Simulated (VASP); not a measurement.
# I (P6_3/mmc) in VASP: a series of runs

I is run at these levels: PBE; tasks: electric field gradients.

Program: VASP 6.6.1. These are calculated values, not measurements. Logs are shortened: lines on timing, memory, paths and dates and some standing lists are left out, and cuts for length are marked.

## Step 1: The cell of the first run

Symmetry: P6_3/mmc, No. 194, hexagonal system. The conventional cell has a = 4.225 Å, b = 4.225 Å, c = 4.817 Å, α = 90.00°, β = 90.00°, γ = 120.00°. Within 4.5 Å of I (site symmetry -6m2) lie 12 I at 3.43 to 4.22 Å.

## Step 2: Electric field gradients, PBE (volume scaled by 0.96)

The input, INCAR:

```
PREC = Accurate
ENCUT = 520
EDIFF = 1E-8
ISMEAR = -1
SIGMA = 0.05
LREAL = False
LASPH = True
NELM = 80
ALGO = Normal
ISIF = 2
LWAVE = False
LCHARG = False
GGA = PE
LEFG = True
NBANDS = 14
```

The input, KPOINTS:

```
Automatic mesh
0
Gamma
  15 15 8
```

The input, POSCAR:

```
I
1.0
    4.2248013545      0.0000000000      0.0000000000
   -2.1124006773      3.6587852989      0.0000000000
    0.0000000000      0.0000000000      4.8168755274
I
2
Direct
    0.3333333333      0.6666666667      0.2500000000
    0.6666666667      0.3333333333      0.7500000000
```

Potentials or basis: VASP PAW PBE potentials, release 64 (I).

Command:

```bash
> cat potpaw_PBE.64/I/POTCAR > POTCAR
> mpirun -np 1 vasp_std > vasp.out
```

OUTCAR:

```text
PREC = Accurate
   ENCUT = 520
   EDIFF = 1E-8
   ISMEAR = -1
   LREAL = False
   LASPH = True
   NELM = 80
   ISIF = 2
   GGA = PE

 ion  position               nearest neighbor table
   1  0.333  0.667  0.250-   2 3.43   2 3.43   2 3.43   2 3.43   2 3.43   2 3.43
   2  0.667  0.333  0.750-   1 3.43   1 3.43   1 3.43   1 3.43   1 3.43   1 3.43

  LATTYP: Found a hexagonal cell.
 ALAT       =     4.2248013545
 C/A-ratio  =     1.1401424879

  Lattice vectors:

 A1 = (   4.2248013545,   0.0000000000,   0.0000000000)
 A2 = (  -2.1124006773,   3.6587852989,   0.0000000000)
 A3 = (   0.0000000000,   0.0000000000,   4.8168755274)

Analysis of symmetry for initial positions (statically):
=====================================================================
 Subroutine PRICEL returns:
 Original cell was already a primitive cell.

 Routine SETGRP: Setting up the symmetry group for a
 hexagonal supercell.

 Subroutine GETGRP returns: Found 24 space group operations
 (whereof 12 operations were pure point group operations)
 out of a pool of 24 trial point group operations.

The static configuration has the point symmetry D_3d.
 The point group associated with its full space group is D_6h.

Analysis of symmetry for dynamics (positions and initial velocities):
=====================================================================
 Subroutine PRICEL returns:
 Original cell was already a primitive cell.

 Routine SETGRP: Setting up the symmetry group for a
 hexagonal supercell.

 Subroutine GETGRP returns: Found 24 space group operations
 (whereof 12 operations were pure point group operations)
 out of a pool of 24 trial point group operations.

The dynamic configuration has the point symmetry D_3d.
 The point group associated with its full space group is D_6h.

 Subroutine INISYM returns: Found 24 space group operations
 (whereof 12 operations are pure point group operations),
 and found     1 'primitive' translations

----------------------------------------------------------------------------------------

                                     Primitive cell

  volume of cell :      74.4575

  direct lattice vectors                    reciprocal lattice vectors
     4.224801355  0.000000000  0.000000000     0.236697519  0.136657376  0.000000000
    -2.112400677  3.658785299  0.000000000     0.000000000  0.273314753  0.000000000
     0.000000000  0.000000000  4.816875527     0.000000000  0.000000000  0.207603455

  length of vectors
     4.224801355  4.224801354  4.816875527     0.273314753  0.273314753  0.207603455

  position of ions in fractional coordinates (direct lattice)
     0.333333333  0.666666667  0.250000000
     0.666666667  0.333333333  0.750000000

  ion indices of the primitive-cell ions
   primitive index   ion index
                 1           1
                 2           2

----------------------------------------------------------------------------------------

 KPOINTS: Automatic mesh

Automatic generation of k-mesh.
 Grid dimensions read from file:
 generate k-points for:   15   15    8

 Generating k-lattice:

  Cartesian coordinates                     Fractional coordinates (reciprocal lattice)
     0.015779835  0.009110492  0.000000000     0.066666667  0.000000000  0.000000000
     0.000000000  0.018220984  0.000000000     0.000000000  0.066666667  0.000000000
     0.000000000  0.000000000  0.025950432     0.000000000  0.000000000  0.125000000

  Length of vectors
     0.018220984  0.018220984  0.025950432

  Shift w.r.t. Gamma in fractional coordinates (k-lattice)
     0.000000000  0.000000000  0.000000000

 Subroutine IBZKPT returns following result:
 ===========================================

 Found    135 irreducible k-points:

 Following reciprocal coordinates:
            Coordinates               Weight
  0.000000  0.000000  0.000000      1.000000
  0.066667  0.000000  0.000000      6.000000
  0.133333  0.000000  0.000000      6.000000
  0.200000 -0.000000  0.000000      6.000000
  0.266667  0.000000  0.000000      6.000000
  0.333333 -0.000000  0.000000      6.000000
[... 16 lines left out ...]
  0.333333  0.200000  0.000000     12.000000
  0.400000  0.200000  0.000000      6.000000
 [... further k-points ...]
   k-points           NKPTS =    135   k-points in BZ     NKDIM =    135   number of bands    NBANDS=     14
   number of dos      NEDOS =    301   number of ions     NIONS =      2
   total plane-waves  NPLWV =  36864
   dimension x,y,z NGX =    32 NGY =   32 NGZ =   36
   dimension x,y,z NGXF=    64 NGYF=   64 NGZF=   72
   ions per type =               2
   NGX,Y,Z   is equivalent  to a cutoff of  12.59, 12.59, 12.42 a.u.
   NGXF,Y,Z  is equivalent  to a cutoff of  25.18, 25.18, 24.85 a.u.
 SYSTEM =  unknown system
   PREC   = accura    normal or accurate (medium, high low for compatibility)
   ISTART =      0    job   : 0-new  1-cont  2-samecut
   ICHARG =      2    charge: 1-file 2-atom 10-const
   ISPIN  =      1    spin polarized calculation?
   LNONCOLLINEAR =      F non collinear calculations
   LSORBIT =      F    spin-orbit coupling
   LASPH  =      T    aspherical Exc in radial PAW
   ENCUT  =  520.0 eV  38.22 Ry    6.18 a.u.   7.86  7.86  8.96*2*pi/ulx,y,z
   NELM   =     80;   NELMIN=  2; NELMDL= -5     # of ELM steps
   EDIFF  = 0.1E-07   stopping-criterion for ELM
   LREAL  =      F    real-space projection
   EDIFFG = 0.1E-06   stopping-criterion for IOM
   NSW    =      0    number of steps for IOM
   IBRION =     -1    ionic relax: 0-MD 1-quasi-New 2-CG
   NFREE  =      0    steps in history (QN), initial steepest desc. (CG)
   ISIF   =      2    stress and relaxation
   ISYM   =      2    0-nonsym 1-usesym 2-fastsym
   POTIM  = 0.5000    time-step for ionic-motion
   TEBEG  =    0.0;   TEEND  =   0.0 temperature during run
   PSTRESS=    0.0 pullay stress
   NELECT =      14.0000    total number of electrons
   NUPDOWN=      -1.0000    fix difference up-down
   EMIN   =  10.00;   EMAX   =-10.00  energy-range for DOS
   EFERMI =   0.00;   METHOD = LEGACY
   ISMEAR =    -1;   SIGMA  =   0.05  broadening in eV -4-tet -1-fermi 0-gaus
   EFERMI_NEDOS =   21; number of points for ismear=-14 and -15
   IALGO  =     38    algorithm
   IMIX   =      4    mixing-type and parameters
     AMIX     =   0.40;   BMIX     =  1.00
     AMIX_MAG =   1.60;   BMIX_MAG =  1.00
  volume/ion in A,a.u.               =      37.23       251.23
  Fermi-wavevector in a.u.,A,eV,Ry     =   0.937881  1.772339 11.967979  0.879622
  Thomas-Fermi vector in A             =   2.065037
   LORBIT       =      0    0 simple, 1 ext, 2 COOP (PROOUT), +10 PAW based schemes
   GGA     = PE    functional components
   LHFCALC =     F    Hartree Fock is set to
   AEXX    =    0.0000 exact exchange contribution
   IVDW    =     0    specifies the selected vdW correction
   LEPSILON=     F    determine dielectric tensor
   LRPA    =     F    only Hartree local field effects (RPA)
 non-spin polarized calculation
  energy-cutoff  :      520.00
  volume of cell :       74.46
 maximum number of plane-waves:      2038
 NGX is ok and might be reduce to    32
   NGX = 15   NGY = 15   NGZ = 17

 number of electron      14.0000001 magnetization

 Free energy of the ion-electron system (eV)
  ---------------------------------------------------
  ext. energy  EPLUGINS =         0.00000000
  ---------------------------------------------------
  free energy    TOTEN  =        -2.29974087 eV

  energy without entropy =       -2.27760846  energy(sigma->0) =       -2.28867467

 E-fermi :   4.1941     XC(G=0):  -8.7315

 val. band max:        4.1937544458   @ k =   0.2000  -0.0000   0.1250
 cond. band min:       4.2024143686   @ k =   0.3333  -0.0000   0.5000
 fundamental gap:      0.0086599228
 Fermi energy:         4.1941336999

 k-point     1 :       0.0000    0.0000    0.0000
  band No.  band energies     occupation
      1      -9.5160      2.00000
      2      -6.9638      2.00000
      3      -0.0245      2.00000
      4       2.2276      2.00000
      5       2.2276      2.00000
      6       4.0613      1.86894
      7       4.0613      1.86894
      8       5.3359      0.00000
      9       8.5407      0.00000
     10      10.0246      0.00000
     11      12.2295      0.00000
     12      12.2295      0.00000
     13      13.3525      0.00000
     14      13.3525      0.00000
[... 375 lines left out ...]
 k-point    24 :       0.4000    0.2000    0.0000
  band No.  band energies     occupation
      1      -8.3647      2.00000
      2      -7.8408      2.00000
      3       0.2157      2.00000
      4       1.6323      2.00000
      5       1.6773      2.00000
      6       2.3723      2.00000
      7       2.6312      2.00000
      8       4.0878      1.78702
      9       9.7104      0.00000
     10      10.2313      0.00000
     11      12.4225      0.00000
     12      12.5918      0.00000
     13      14.4261      0.00000
     14      14.9874      0.00000

 [... further k-points ...]
[... 5 lines left out ...]
  --------------------------------------------------------------------------------------
  -------------------------------------------------------------------------------------
  Total        0.3701009      0.3701009      0.6824547     -0.0000000     -0.0000000      0.0000000
  in kB        7.9638317      7.9638317     14.6850608     -0.0000000     -0.0000000      0.0000000
  external PRESSURE =      10.2042414 kB  Pullay stress =       0.0000000 kB

 VOLUME and BASIS-vectors are now :
 -----------------------------------------------------------------------------
  energy-cutoff  :      520.00
  volume of cell :       74.46
      direct lattice vectors                 reciprocal lattice vectors
     4.224801355  0.000000000  0.000000000     0.236697519  0.136657376  0.000000000
    -2.112400677  3.658785299  0.000000000     0.000000000  0.273314753  0.000000000
     0.000000000  0.000000000  4.816875527     0.000000000  0.000000000  0.207603455

 POSITION                                       TOTAL-FORCE (eV/Angst)
 -----------------------------------------------------------------------------------
     -0.00000      2.43919      1.20422         0.000000      0.000000      0.000000
      2.11240      1.21960      3.61266        -0.000000      0.000000      0.000000
 -----------------------------------------------------------------------------------
    total drift:                               -0.000000      0.000000      0.000000

  FREE ENERGIE OF THE ION-ELECTRON SYSTEM (eV)
  ---------------------------------------------------
  free  energy   TOTEN  =        -2.2997408740 eV

  energy  without entropy=       -2.2776084561  energy(sigma->0) =       -2.28867467

 Electric field gradients (V/A^2)
---------------------------------------------------------------------
 ion       V_xx      V_yy      V_zz      V_xy      V_xz      V_yz
---------------------------------------------------------------------
   1    -202.202  -202.202   404.404    -0.000     0.000    -0.000
   2    -202.202  -202.202   404.404    -0.000    -0.000     0.000
---------------------------------------------------------------------

 Electric field gradients after diagonalization (V/A^2)
 (convention: |V_zz| > |V_xx| > |V_yy|)
----------------------------------------------------------------------
 ion       V_xx      V_yy      V_zz     asymmetry (V_yy - V_xx)/ V_zz
----------------------------------------------------------------------
   1    -202.202  -202.202   404.404       0.000
   2    -202.202  -202.202   404.404       0.000
----------------------------------------------------------------------

           NMR quadrupolar parameters

 Cq : quadrupolar parameter    Cq=e*Q*V_zz/h
 eta: asymmetry parameters     (V_yy - V_xx)/ V_zz
 Q  : nuclear electric quadrupole moment in mb (millibarn)
----------------------------------------------------------------------
 ion       Cq(MHz)       eta       Q (mb)
----------------------------------------------------------------------
   1       0.978       0.000       1.000
   2       0.978       0.000       1.000
----------------------------------------------------------------------
```

Wall time 37 s (1 thread of Intel Xeon 6975P-C (Granite Rapids), shared host); peak memory 0.25 GiB.

What came out:

```yaml
Free_energy: -2.2997 eV
Pressure: 1.0 GPa
Band_gap_on_the_k_mesh: zero (band 7 reaches 5.14 eV, above the bottom of band 8 at 3.12 eV)
```

Stress tensor (GPa, compression positive):
```
0.80 0.00 0.00
0.00 0.80 0.00
0.00 0.00 1.47
```

Electric field gradients, principal values (V/Å²):
```tsv
atom	least	middle	greatest (by size)
1 I	-202.202	-202.202	404.404
2 I	-202.202	-202.202	404.404
```

Caveat: without QUAD_EFG the Cq values of the log hold for a quadrupole moment of 1 mb, not for the nuclei; spin-orbit coupling is left out, which moves the levels of the heavy elements.

(Part 1 of 3 ends here.)
